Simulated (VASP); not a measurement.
Mo:

```xyz
1
Lattice="-1.5734 1.5734 1.5734 1.5734 -1.5734 1.5734 1.5734 1.5734 -1.5734" Properties=species:S:1:pos:R:3 pbc="T T T"
Mo    0.0000    0.0000    0.0000
```

- Program: VASP 6.6.1
- Task: relaxation of cell and atoms
- Functional: PBEsol
- Potentials or basis: VASP PAW PBE potentials, release 64 (Mo_sv)
- Cutoff: 600 eV
- k mesh: 13 × 13 × 13
- Occupations: fermi-dirac, width 0.15 eV
- Spin: no spin polarisation

At the start: pressure -4.1 GPa; volume 15.58 Å³/atom.

Problem. How do energy, volume and symmetry change on relaxing?

Solution. Over 3 steps the energy falls by 3.0 meV/atom and the volume is 15.35 Å³/atom (-1.5 %); space group Im-3m (No. 229, to 0.05 Å).

The path:
```
step  energy change (eV)  largest force (eV/Å)  pressure (GPa)  volume (Å³)
   1              0.0000                0.0000           -4.06        15.58
   2              0.0222                0.0000           13.09        14.71
   3             -0.0030                0.0000           -0.07        15.35
```

Final structure:
```yaml
crystal:
  lattice:
    - [-1.56570, 1.56570, 1.56570]
    - [1.56570, -1.56570, 1.56570]
    - [1.56570, 1.56570, -1.56570]
  atoms:
    - { symbol: Mo, position: [0.00000, 0.00000, 0.00000] }
```

Caveat: the PAW data sets were made with another functional, which shifts forces and pressure a little.
